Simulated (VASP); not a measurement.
Wanted: the native input for a VASP 6.6.1 run.

| Property | Result |
| --- | --- |
| Task | relaxation of cell and atoms |
| Functional | PBE |
| Potentials or basis | VASP PAW PBE potentials, release 64 (Lu) |
| Cutoff | 600 eV |
| k mesh | 15 × 15 × 15 |
| Occupations | fermi-dirac, width 0.08 eV |
| Spin | no spin polarisation |
| Target pressure | 13 GPa |
| Dipole correction | no |
| Further INCAR settings | ALGO = Normal; EDIFF = 1e-06; IBRION = 2; EDIFFG = -0.005; NSW = 32; ISIF = 3 |

The structure of Lu lies in POSCAR:

```
Lu
1.0
   -1.8143805018      1.8143805018      1.8143805018
    1.8143805018     -1.8143805018      1.8143805018
    1.8143805018      1.8143805018     -1.8143805018
Lu
1
Direct
    0.0000000000      0.0000000000      0.0000000000
```

This isn't the form of Lu at room conditions, which is hcp.

The input as run:

INCAR

```
SYSTEM = Lu
ALGO = Normal
EDIFF = 1E-6
EDIFFG = -0.005
ENCUT = 600
GGA = PE
IBRION = 2
ISIF = 3
ISMEAR = -1
LASPH = .TRUE.
LCHARG = .FALSE.
LREAL = .FALSE.
LWAVE = .FALSE.
NELM = 80
NSW = 32
PREC = Accurate
PSTRESS = 130.0
SIGMA = 0.08
```

KPOINTS

```
k-points
0
G
  15 15 15
  0 0 0
```

Potentials or basis: VASP PAW PBE potentials, release 64 (Lu).

Command:

```bash
$ cat potpaw_PBE.64/Lu/POTCAR > POTCAR
$ mpirun -np 1 vasp_std > vasp.out
```

Results of the run:

```json
{
 "Relaxed volume": "24.00 Å³/atom",
 "Relaxed cell": "a = 3.147 Å, b = 3.147 Å, c = 3.147 Å, α = 109.47°, β = 109.47°, γ = 109.47°",
 "Space group after relaxing (to 0.1 Å)": "Im-3m (No. 229)",
 "Energy change on relaxing (the run minimises the enthalpy)": "-9.0 meV/atom",
 "Ionic steps": "3",
 "Pressure after relaxing": "13.0 GPa",
 "Band gap on the k mesh": "zero (an odd number of electrons rules out a gap without spin polarisation)"
}
```

Caveat: the cell is relaxed towards a set pressure, so the run minimises the enthalpy, not the energy; spin-orbit coupling is left out, which moves the levels of the heavy elements.

Run time: 7.5 min on 1 thread of AMD EPYC 7R43 64-Core Processor (Zen 3), on a shared host, peak memory 0.18 GiB.
